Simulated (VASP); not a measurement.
# SiC5 (P4/mmm) in VASP: notebook

Runs on SiC5. Level: PBE. Tasks: single point, relaxation of cell and atoms.

Program: VASP 6.6.1. These are calculated values, not measurements. Logs are shortened: lines on timing, memory, paths and dates and some standing lists are left out, and cuts for length are marked.

### Step 1. The cell of the first run

The structure is tetragonal, space group P4/mmm (No. 123). Conventional cell: a = 3.886 Å, b = 3.886 Å, c = 3.501 Å, α = 90.00°, β = 90.00°, γ = 90.00°. Within 2.3 Å of Si (site symmetry 4/mmm) lie 6 C at 1.75 to 1.94 Å. C (site symmetry mmm) has 4 C at 1.75 to 1.94 Å within 2.3 Å. Within 2.3 Å of C (site symmetry mmm) lie 2 C at 1.75 Å and 2 Si at 1.94 Å. C (site symmetry 4/mmm) has 2 Si at 1.75 Å and 4 C at 1.94 Å within 2.3 Å.

The cell was built from a structure type or drawn by symmetry, and may not be a known phase.

### Step 2. Single point, PBE

The input, INCAR:

```
SYSTEM = SiC5
PREC = Accurate ; ENCUT = 520
EDIFF = 1E-7 ; ISMEAR = 0
SIGMA = 0.1 ; LREAL = .FALSE.
LASPH = .TRUE. ; NELM = 100
ALGO = Normal ; ISIF = 2
LWAVE = .FALSE. ; LCHARG = .FALSE.
GGA = PE ; NBANDS = 21
```

The input, KPOINTS:

```
regular mesh
0
G
  4 4 6
  0 0 0
```

The input, POSCAR:

```
SiC5
1.0
    3.8863536463      0.0000000000      0.0000000000
    0.0000000000      3.8863536463      0.0000000000
    0.0000000000      0.0000000000      3.5006330263
Si C
1 5
Direct
    0.5000000000      0.5000000000      0.0000000000
    0.5000000000      0.0000000000      0.5000000000
    0.0000000000      0.5000000000      0.5000000000
    0.5000000000      0.0000000000      0.0000000000
    0.0000000000      0.5000000000      0.0000000000
    0.5000000000      0.5000000000      0.5000000000
```

Potentials or basis: VASP PAW PBE potentials, release 64 (Si, C).

Started as:

```
> cat potpaw_PBE.64/Si/POTCAR potpaw_PBE.64/C/POTCAR > POTCAR
> mpirun -np 1 vasp_std > vasp.out
```

OUTCAR:

```text
SYSTEM = SiC5
   PREC = Accurate
   ENCUT = 520
   EDIFF = 1E-7
   ISMEAR = 0
   LREAL = .FALSE.
   LASPH = .TRUE.
   NELM = 100
   ISIF = 2
   GGA = PE

 ion  position               nearest neighbor table
   1  0.500  0.500  0.000-   6 1.75   6 1.75   4 1.94   5 1.94   4 1.94   5 1.94
   2  0.500  0.000  0.500-   4 1.75   4 1.75   6 1.94   6 1.94
   3  0.000  0.500  0.500-   5 1.75   5 1.75   6 1.94   6 1.94
   4  0.500  0.000  0.000-   2 1.75   2 1.75   1 1.94   1 1.94
   5  0.000  0.500  0.000-   3 1.75   3 1.75   1 1.94   1 1.94
   6  0.500  0.500  0.500-   1 1.75   1 1.75   3 1.94   2 1.94   2 1.94   3 1.94

  LATTYP: Found a simple tetragonal cell.
 ALAT       =     3.8863536463
 C/A-ratio  =     0.9007499947

  Lattice vectors:

 A1 = (   3.8863536463,   0.0000000000,   0.0000000000)
 A2 = (   0.0000000000,   3.8863536463,   0.0000000000)
 A3 = (   0.0000000000,   0.0000000000,   3.5006330263)

Analysis of symmetry for initial positions (statically):
=====================================================================
 Subroutine PRICEL returns:
 Original cell was already a primitive cell.

 Routine SETGRP: Setting up the symmetry group for a
 simple tetragonal supercell.

 Subroutine GETGRP returns: Found 16 space group operations
 (whereof 16 operations were pure point group operations)
 out of a pool of 16 trial point group operations.

The static configuration has the point symmetry D_4h.

Analysis of symmetry for dynamics (positions and initial velocities):
=====================================================================
 Subroutine PRICEL returns:
 Original cell was already a primitive cell.

 Routine SETGRP: Setting up the symmetry group for a
 simple tetragonal supercell.

 Subroutine GETGRP returns: Found 16 space group operations
 (whereof 16 operations were pure point group operations)
 out of a pool of 16 trial point group operations.

The dynamic configuration has the point symmetry D_4h.

 Subroutine INISYM returns: Found 16 space group operations
 (whereof 16 operations are pure point group operations),
 and found     1 'primitive' translations

----------------------------------------------------------------------------------------

                                     Primitive cell

  volume of cell :      52.8727

  direct lattice vectors                    reciprocal lattice vectors
     3.886353646  0.000000000  0.000000000     0.257310603  0.000000000  0.000000000
     0.000000000  3.886353646  0.000000000     0.000000000  0.257310603  0.000000000
     0.000000000  0.000000000  3.500633026     0.000000000  0.000000000  0.285662619

  length of vectors
     3.886353646  3.886353646  3.500633026     0.257310603  0.257310603  0.285662619

  position of ions in fractional coordinates (direct lattice)
     0.500000000  0.500000000  0.000000000
     0.500000000  0.000000000  0.500000000
     0.000000000  0.500000000  0.500000000
     0.500000000  0.000000000  0.000000000
     0.000000000  0.500000000  0.000000000
     0.500000000  0.500000000  0.500000000

  ion indices of the primitive-cell ions
   primitive index   ion index
                 1           1
                 2           2
                 3           3
                 4           4
                 5           5
                 6           6

----------------------------------------------------------------------------------------

 KPOINTS: regular mesh

Automatic generation of k-mesh.
 Grid dimensions read from file:
 generate k-points for:    4    4    6

 Generating k-lattice:

  Cartesian coordinates                     Fractional coordinates (reciprocal lattice)
     0.064327651  0.000000000  0.000000000     0.250000000  0.000000000  0.000000000
     0.000000000  0.064327651  0.000000000     0.000000000  0.250000000  0.000000000
     0.000000000  0.000000000  0.047610437     0.000000000  0.000000000  0.166666667

  Length of vectors
     0.064327651  0.064327651  0.047610437

  Shift w.r.t. Gamma in fractional coordinates (k-lattice)
     0.000000000  0.000000000  0.000000000

 Subroutine IBZKPT returns following result:
 ===========================================

 Found     24 irreducible k-points:

 Following reciprocal coordinates:
            Coordinates               Weight
  0.000000  0.000000  0.000000      1.000000
  0.250000  0.000000  0.000000      4.000000
  0.500000  0.000000  0.000000      2.000000
  0.250000  0.250000  0.000000      4.000000
  0.500000  0.250000  0.000000      4.000000
  0.500000  0.500000  0.000000      1.000000
[... 16 lines left out ...]
  0.500000  0.250000  0.500000      4.000000
  0.500000  0.500000  0.500000      1.000000
   k-points           NKPTS =     24   k-points in BZ     NKDIM =     24   number of bands    NBANDS=     21
   number of dos      NEDOS =    301   number of ions     NIONS =      6
   total plane-waves  NPLWV =  25200
   dimension x,y,z NGX =    30 NGY =   30 NGZ =   28
   dimension x,y,z NGXF=    60 NGYF=   60 NGZF=   56
   ions per type =               1   5
   NGX,Y,Z   is equivalent  to a cutoff of  12.83, 12.83, 13.30 a.u.
   NGXF,Y,Z  is equivalent  to a cutoff of  25.67, 25.67, 26.59 a.u.
 SYSTEM =  SiC5
   PREC   = accura    normal or accurate (medium, high low for compatibility)
   ISTART =      0    job   : 0-new  1-cont  2-samecut
   ICHARG =      2    charge: 1-file 2-atom 10-const
   ISPIN  =      1    spin polarized calculation?
   LNONCOLLINEAR =      F non collinear calculations
   LSORBIT =      F    spin-orbit coupling
   LASPH  =      T    aspherical Exc in radial PAW
   ENCUT  =  520.0 eV  38.22 Ry    6.18 a.u.   7.23  7.23  6.51*2*pi/ulx,y,z
   NELM   =    100;   NELMIN=  2; NELMDL= -5     # of ELM steps
   EDIFF  = 0.1E-06   stopping-criterion for ELM
   LREAL  =      F    real-space projection
   EDIFFG = 0.1E-05   stopping-criterion for IOM
   NSW    =      0    number of steps for IOM
   IBRION =     -1    ionic relax: 0-MD 1-quasi-New 2-CG
   NFREE  =      0    steps in history (QN), initial steepest desc. (CG)
   ISIF   =      2    stress and relaxation
   ISYM   =      2    0-nonsym 1-usesym 2-fastsym
   POTIM  = 0.5000    time-step for ionic-motion
   TEBEG  =    0.0;   TEEND  =   0.0 temperature during run
   PSTRESS=    0.0 pullay stress
   NELECT =      24.0000    total number of electrons
   NUPDOWN=      -1.0000    fix difference up-down
   EMIN   =  10.00;   EMAX   =-10.00  energy-range for DOS
   EFERMI =   0.00;   METHOD = LEGACY
   ISMEAR =     0;   SIGMA  =   0.10  broadening in eV -4-tet -1-fermi 0-gaus
   EFERMI_NEDOS =   21; number of points for ismear=-14 and -15
   IALGO  =     38    algorithm
   IMIX   =      4    mixing-type and parameters
     AMIX     =   0.40;   BMIX     =  1.00
     AMIX_MAG =   1.60;   BMIX_MAG =  1.00
  volume/ion in A,a.u.               =       8.81        59.47
  Fermi-wavevector in a.u.,A,eV,Ry     =   1.258157  2.377572 21.537465  1.582959
  Thomas-Fermi vector in A             =   2.391780
   LORBIT       =      0    0 simple, 1 ext, 2 COOP (PROOUT), +10 PAW based schemes
   GGA     = PE    functional components
   LHFCALC =     F    Hartree Fock is set to
   AEXX    =    0.0000 exact exchange contribution
   IVDW    =     0    specifies the selected vdW correction
   LEPSILON=     F    determine dielectric tensor
   LRPA    =     F    only Hartree local field effects (RPA)
 non-spin polarized calculation
 Gauss-broadening in eV      SIGMA  =   0.10
  energy-cutoff  :      520.00
  volume of cell :       52.87
 maximum number of plane-waves:      1456
 NGX is ok and might be reduce to    30
   NGX = 15   NGY = 15   NGZ = 13

 number of electron      23.9999999 magnetization

 Free energy of the ion-electron system (eV)
  ---------------------------------------------------
  ext. energy  EPLUGINS =         0.00000000
  ---------------------------------------------------
  free energy    TOTEN  =       -36.03788679 eV

  energy without entropy =      -36.02730238  energy(sigma->0) =      -36.03259458

 E-fermi :   6.3929     XC(G=0): -11.4740

 val. band max:        6.3880293298   @ k =   0.2500   0.2500   0.3333
 cond. band min:       6.4470025302   @ k =   0.5000   0.5000   0.5000
 fundamental gap:      0.0589732005
 Fermi energy:         6.3928786592

 k-point     1 :       0.0000    0.0000    0.0000
  band No.  band energies     occupation
      1     -11.3079      2.00000
      2      -5.8754      2.00000
      3      -2.1868      2.00000
      4      -2.0891      2.00000
      5      -1.9944      2.00000
      6      -1.9944      2.00000
[... 13 lines left out ...]
     20      14.9631      0.00000
     21      14.9631      0.00000

 k-point     2 :       0.2500    0.0000    0.0000
  band No.  band energies     occupation
      1     -10.8992      2.00000
      2      -7.0006      2.00000
      3      -3.2411      2.00000
      4      -1.8340      2.00000
      5      -1.7605      2.00000
      6      -0.2641      2.00000
[... 13 lines left out ...]
     20      15.3448      0.00000
     21      16.0895      0.00000

 k-point     3 :       0.5000    0.0000    0.0000
  band No.  band energies     occupation
      1     -10.2061      2.00000
      2      -8.2993      2.00000
      3      -3.3582      2.00000
      4      -1.4799      2.00000
      5      -1.2563      2.00000
      6       0.0134      2.00000
[... 13 lines left out ...]
     20      17.5735      0.00000
     21      17.5868      0.00000
[... 457 lines left out ...]
 k-point    23 :       0.5000    0.2500    0.5000
  band No.  band energies     occupation
      1      -7.7367      2.00000
      2      -6.7119      2.00000
      3      -5.9124      2.00000
      4      -5.7943      2.00000
      5      -3.8691      2.00000
      6      -2.6234      2.00000
[... 13 lines left out ...]
     20      14.0515      0.00000
     21      16.0177      0.00000

 k-point    24 :       0.5000    0.5000    0.5000
  band No.  band energies     occupation
      1      -6.6835      2.00000
      2      -5.8140      2.00000
      3      -5.8140      2.00000
      4      -5.6896      2.00000
      5      -5.6896      2.00000
      6      -4.5266      2.00000
[... 13 lines left out ...]
     20      12.9406      0.00000
     21      15.8134      0.00000

------------------------ aborting loop because EDIFF is reached ----------------------------------------

  FORCE on cell =-STRESS in cart. coord.  units (eV):
  Direction    XX          YY          ZZ          XY          YZ          ZX
  --------------------------------------------------------------------------------------
  -------------------------------------------------------------------------------------
  Total        0.0167787      0.0167787      0.0401515      0.0000000      0.0000000      0.0000000
  in kB        0.5084386      0.5084386      1.2166948      0.0000000      0.0000000      0.0000000
  external PRESSURE =       0.7445240 kB  Pullay stress =       0.0000000 kB

 VOLUME and BASIS-vectors are now :
 -----------------------------------------------------------------------------
  energy-cutoff  :      520.00
  volume of cell :       52.87
      direct lattice vectors                 reciprocal lattice vectors
     3.886353646  0.000000000  0.000000000     0.257310603  0.000000000  0.000000000
     0.000000000  3.886353646  0.000000000     0.000000000  0.257310603  0.000000000
     0.000000000  0.000000000  3.500633026     0.000000000  0.000000000  0.285662619

 POSITION                                       TOTAL-FORCE (eV/Angst)
 -----------------------------------------------------------------------------------
      1.94318      1.94318      0.00000         0.000000      0.000000      0.000000
      1.94318      0.00000      1.75032         0.000000      0.000000      0.000000
      0.00000      1.94318      1.75032         0.000000      0.000000      0.000000
      1.94318      0.00000      0.00000         0.000000      0.000000      0.000000
      0.00000      1.94318      0.00000         0.000000      0.000000      0.000000
      1.94318      1.94318      1.75032         0.000000      0.000000      0.000000
 -----------------------------------------------------------------------------------
    total drift:                                0.000000     -0.000000      0.000000

  FREE ENERGIE OF THE ION-ELECTRON SYSTEM (eV)
  ---------------------------------------------------
  free  energy   TOTEN  =       -36.0378867887 eV

  energy  without entropy=      -36.0273023776  energy(sigma->0) =      -36.03259458
```

It took 12 s on 1 thread of Intel Xeon 6975P-C (Granite Rapids), shared host; peak memory 0.16 GiB.

Results:

- Free energy: -36.0379 eV
- Pressure: 0.1 GPa
- Band gap on the k mesh: zero (bands 12 and 13 overlap by 2.85 eV)

Levels at points of the mesh, in eV from the Fermi level:
| k point | band 9 | band 10 | band 11 | band 12 | band 13 | band 14 | band 15 | band 16 |
| --- | --- | --- | --- | --- | --- | --- | --- | --- |
| (0.00, 0.00, 0.00) | -2.13 | -1.85 | -1.45 | -1.45 | -0.94 | -0.94 | 4.56 | 4.56 |
| (0.50, 0.00, 0.00) | -3.08 | -3.03 | -2.92 | -0.70 | -0.68 | 2.18 | 2.22 | 3.60 |
| (0.50, 0.50, 0.00) | -4.37 | -4.37 | -2.02 | 0.51 | 1.58 | 1.90 | 1.90 | 2.96 |
| (0.00, 0.00, 0.50) | -5.33 | -4.31 | 0.79 | 0.79 | 1.19 | 1.19 | 3.09 | 4.49 |
| (0.50, 0.00, 0.50) | -0.82 | -0.61 | -0.56 | -0.50 | -0.20 | 2.17 | 2.38 | 4.92 |
| (0.50, 0.50, 0.50) | -0.35 | 0.05 | 0.87 | 1.56 | 1.56 | 2.42 | 2.85 | 3.67 |

Caveat: the k points lie up to 0.40 Å⁻¹ apart, too coarse for converged energies and pressures of a metal.

### Step 3. Single point, PBE

This run uses another cell than the first one, of 8.78 Å³/atom.

The input, INCAR:

```
SYSTEM = SiC5
  PREC = Accurate
  ENCUT = 520
  EDIFF = 1E-7
  ISMEAR = 0
  SIGMA = 0.1
  LREAL = .False.
  LASPH = .True.
  NELM = 60
  ALGO = Normal
  ISIF = 2
  LWAVE = .False.
  LCHARG = .False.
  GGA = PE
  NBANDS = 21
```

The input, KPOINTS:

```
regular mesh
0
Gamma
  6 6 4
  0 0 0
```

Edit POSCAR of step 2 so:

```diff
@@ -2,5 +2,5 @@
 1.0
-    3.8863536463      0.0000000000      0.0000000000
-    0.0000000000      3.8863536463      0.0000000000
-    0.0000000000      0.0000000000      3.5006330263
+    3.8340251639      0.0000000000      0.0000000000
+    0.0000000000      3.8340251639      0.0000000000
+    0.0000000000      0.0000000000      3.5822725690
 Si C
```

Potentials or basis: VASP PAW PBE potentials, release 64 (Si, C).

Started as:

```
> cat potpaw_PBE.64/Si/POTCAR potpaw_PBE.64/C/POTCAR > POTCAR
> mpirun -np 1 vasp_std > vasp.out
```

OUTCAR:

```text
SYSTEM = SiC5
   PREC = Accurate
   ENCUT = 520
   EDIFF = 1E-7
   ISMEAR = 0
   LREAL = .False.
   LASPH = .True.
   NELM = 60
   ISIF = 2
   GGA = PE

 ion  position               nearest neighbor table
   1  0.500  0.500  0.000-   6 1.79   6 1.79   4 1.92   5 1.92   4 1.92   5 1.92
   2  0.500  0.000  0.500-   4 1.79   4 1.79   6 1.92   6 1.92
   3  0.000  0.500  0.500-   5 1.79   5 1.79   6 1.92   6 1.92
   4  0.500  0.000  0.000-   2 1.79   2 1.79   1 1.92   1 1.92
   5  0.000  0.500  0.000-   3 1.79   3 1.79   1 1.92   1 1.92
   6  0.500  0.500  0.500-   1 1.79   1 1.79   3 1.92   2 1.92   2 1.92   3 1.92
[... 784 lines left out ...]
  -------------------------------------------------------------------------------------
  Total       -0.0206505     -0.0206505     -0.0934401      0.0000000      0.0000000      0.0000000
  in kB       -0.6283092     -0.6283092     -2.8429905      0.0000000      0.0000000      0.0000000
  external PRESSURE =      -1.3665363 kB  Pullay stress =       0.0000000 kB

 VOLUME and BASIS-vectors are now :
 -----------------------------------------------------------------------------
  energy-cutoff  :      520.00
  volume of cell :       52.66
      direct lattice vectors                 reciprocal lattice vectors
     3.834025164  0.000000000  0.000000000     0.260822493  0.000000000  0.000000000
     0.000000000  3.834025164  0.000000000     0.000000000  0.260822493  0.000000000
     0.000000000  0.000000000  3.582272569     0.000000000  0.000000000  0.279152404

 POSITION                                       TOTAL-FORCE (eV/Angst)
 -----------------------------------------------------------------------------------
      1.91701      1.91701      0.00000         0.000000      0.000000      0.000000
      1.91701      0.00000      1.79114         0.000000      0.000000      0.000000
      0.00000      1.91701      1.79114         0.000000      0.000000      0.000000
      1.91701      0.00000      0.00000         0.000000      0.000000      0.000000
      0.00000      1.91701      0.00000         0.000000      0.000000      0.000000
      1.91701      1.91701      1.79114         0.000000      0.000000      0.000000
 -----------------------------------------------------------------------------------
    total drift:                                0.000000     -0.000000      0.000000

  FREE ENERGIE OF THE ION-ELECTRON SYSTEM (eV)
  ---------------------------------------------------
  free  energy   TOTEN  =       -35.8919805991 eV

  energy  without entropy=      -35.8824283153  energy(sigma->0) =      -35.88720446
```

OSZICAR:

```text
N       E                     dE             d eps       ncg     rms          rms(c)
DAV:   1     0.583500371802E+02    0.58350E+02   -0.11895E+04  1260   0.105E+03
DAV:   2    -0.334664622305E+02   -0.91816E+02   -0.87444E+02  1705   0.196E+02
DAV:   3    -0.377169505294E+02   -0.42505E+01   -0.42041E+01  1566   0.371E+01
DAV:   4    -0.377725116442E+02   -0.55561E-01   -0.55447E-01  1678   0.479E+00
DAV:   5    -0.377732036985E+02   -0.69205E-03   -0.69188E-03  1587   0.504E-01    0.111E+01
DAV:   6    -0.361589615349E+02    0.16142E+01   -0.89406E+00  1525   0.132E+01    0.565E+00
DAV:   7    -0.359453141072E+02    0.21365E+00   -0.15622E+00  1526   0.581E+00    0.373E+00
DAV:   8    -0.358905346162E+02    0.54779E-01   -0.24326E-01  1503   0.254E+00    0.104E+00
DAV:   9    -0.358918376438E+02   -0.13030E-02   -0.18609E-02  1540   0.768E-01    0.283E-01
DAV:  10    -0.358918815332E+02   -0.43889E-04   -0.22100E-03  1495   0.242E-01    0.888E-02
DAV:  11    -0.358919624176E+02   -0.80884E-04   -0.18277E-04  1643   0.815E-02    0.419E-02
DAV:  12    -0.358919797399E+02   -0.17322E-04   -0.36951E-05  1480   0.347E-02    0.133E-02
DAV:  13    -0.358919805523E+02   -0.81237E-06   -0.46926E-06  1562   0.114E-02    0.268E-03
DAV:  14    -0.358919805991E+02   -0.46796E-07   -0.52966E-07  1544   0.437E-03
   1 F= -.35891981E+02 E0= -.35887204E+02  d E =-.955228E-02
```

stdout:

```text
POSCAR found type information on POSCAR SiC
 POSCAR found :  2 types and       6 ions
 scaLAPACK will be used
 LDA part: xc-table for (Slater+PW92), standard interpolation
 POSCAR, INCAR and KPOINTS ok, starting setup
 FFT: planning ... GRIDC
 FFT: planning ... GRID_SOFT
 FFT: planning ... GRID
 WAVECAR not read
 entering main loop
```

It took 15 s on 1 thread of Intel Xeon 6975P-C (Granite Rapids), shared host; peak memory 0.17 GiB.

What came out:

* Free energy: -35.8920 eV
* Pressure: -0.1 GPa
* Band gap on the k mesh: zero (bands 12 and 13 overlap by 3.10 eV)

Levels at points of the mesh, in eV from the Fermi level:
```tsv
k point	band 8	band 9	band 10	band 11	band 12	band 13	band 14	band 15	band 16	band 17
(0.00, 0.00, 0.00)	-4.91	-2.09	-1.52	-1.48	-1.48	-0.75	-0.75	4.50	4.50	7.47
(0.50, 0.00, 0.00)	-5.06	-2.69	-2.52	-2.52	-0.97	-0.52	2.49	2.85	3.43	3.89
(0.50, 0.50, 0.00)	-4.98	-4.76	-4.76	-1.54	1.06	1.24	2.62	2.62	3.63	3.67
(0.00, 0.00, 0.50)	-5.25	-5.25	-3.72	1.11	1.11	1.46	1.46	2.77	3.91	5.69
(0.50, 0.00, 0.50)	-4.62	-0.52	-0.47	-0.35	-0.29	-0.06	2.55	2.90	4.69	4.71
(0.50, 0.50, 0.50)	-3.23	-0.10	0.22	1.28	2.01	2.01	2.83	3.19	4.23	4.23
```

Caveat: the k points lie up to 0.44 Å⁻¹ apart, too coarse for converged energies and pressures of a metal.

(Continued in part 2 of 2.)
